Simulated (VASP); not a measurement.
A run of VASP 6.6.1:

The input INCAR:

```
SYSTEM = Os
  PREC = Accurate
  ENCUT = 600
  EDIFF = 1E-6
  ISMEAR = 1
  SIGMA = 0.05
  LREAL = .FALSE.
  LASPH = .TRUE.
  NELM = 120
  ALGO = Normal
  ISIF = 2
  LWAVE = .FALSE.
  LCHARG = .FALSE.
  GGA = PS
  NBANDS = 10
  GGA_COMPAT = .FALSE.
```

File KPOINTS:

```
regular mesh
0
G
  11 11 11
  0 0 0
```

POSCAR

```
Os
1.0
    0.0000000000      1.9105054588      1.9105054588
    1.9105054588      0.0000000000      1.9105054588
    1.9105054588      1.9105054588      0.0000000000
Os
1
Direct
    0.0000000000      0.0000000000      0.0000000000
```

Potentials or basis: VASP PAW PBE potentials, release 64 (Os).

Launch:

```bash
$ cat potpaw_PBE.64/Os/POTCAR > POTCAR
$ mpirun -np 1 vasp_std > vasp.out
```

Hardware: 1 thread of Intel(R) Xeon(R) Platinum 8259CL CPU @ 2.50GHz (Skylake/Cascade Lake), with other jobs on the host.

Q: Estimate the wall time of this run.

A: Run time: 16 s on 1 thread of Intel(R) Xeon(R) Platinum 8259CL CPU @ 2.50GHz (Skylake/Cascade Lake), on a shared host, peak memory 0.14 GiB. Counts: scf iterations 12, k points 56.
